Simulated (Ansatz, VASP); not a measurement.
## One calculation of Y, two programs

Contents of INCAR:

```
SYSTEM = Y
PREC = Accurate
ENCUT = 520
EDIFF = 1E-8
ISMEAR = -1
SIGMA = 0.08
LREAL = .FALSE.
LASPH = .TRUE.
NELM = 80
ALGO = Normal
ISIF = 2
LWAVE = .FALSE.
LCHARG = .FALSE.
LEFG = .TRUE.
NBANDS = 18
```

KPOINTS

```
regular mesh
0
G
  12 12 7
  0 0 0
```

The input POSCAR:

```
Y
1.0
    3.5769579286      0.0000000000      0.0000000000
   -1.7884789643      3.0977364344      0.0000000000
    0.0000000000      0.0000000000      5.6300732012
Y
2
Direct
    0.3333333333      0.6666666667      0.2500000000
    0.6666666667      0.3333333333      0.7500000000
```

Input for Ansatz:

```yaml
crystal:
  lattice:
    - [3.5769579286, 0.0, 0.0]
    - [-1.7884789643, 3.0977364344, 0.0]
    - [0.0, 0.0, 5.6300732012]
  atoms:
    - { symbol: "Y", position: [0.3333333333, 0.6666666667, 0.25] }
    - { symbol: "Y", position: [0.6666666667, 0.3333333333, 0.75] }
kpoints:
  mp_grid: { grid: [12, 12, 7] }
scf:
  occupations: { method: fermi_dirac, width: 0.08 }
hamiltonian:
  xc: lda
  pseudopotentials: { kind: paw }
output:
  forces: true
  stress: true
  eigenvalues: true
  efg: { contact_densities: true }
  write_density: true
  write_potential: true
  elf: true
  volumetric_format: npy
```

Change from the starting cell: volume scaled by 0.94, PAW files.

Alike in both runs: task electric field gradients; functional LDA; k mesh 12 × 12 × 7; occupations fermi-dirac, width 0.08 eV; no spin polarisation.

|  | VASP | Ansatz |
| --- | --- | --- |
| version | VASP 6.6.1 | Ansatz 0.2.0 |
| potentials or method | VASP PAW LDA potentials, release 64 (Y_sv) | PAW with Ansatz's default frozen-core files, scalar-relativistic |
| plane-wave cutoff (eV) | 520 | 420 |
| valence electrons in the cell | 22 | 22 |

```tsv
	VASP	Ansatz	Ansatz less VASP
pressure (GPa)	-1.8	-1.7	+0.12
traceless stress, the component that is largest in VASP (GPa)	-0.32	-0.34	-0.014
size of Vzz on the site where it differs most (V/Å²)	27.0	28.1	+1.14
```

LDA's correlation is that of Perdew and Zunger in VASP and of Perdew and Wang (1992) in Ansatz.
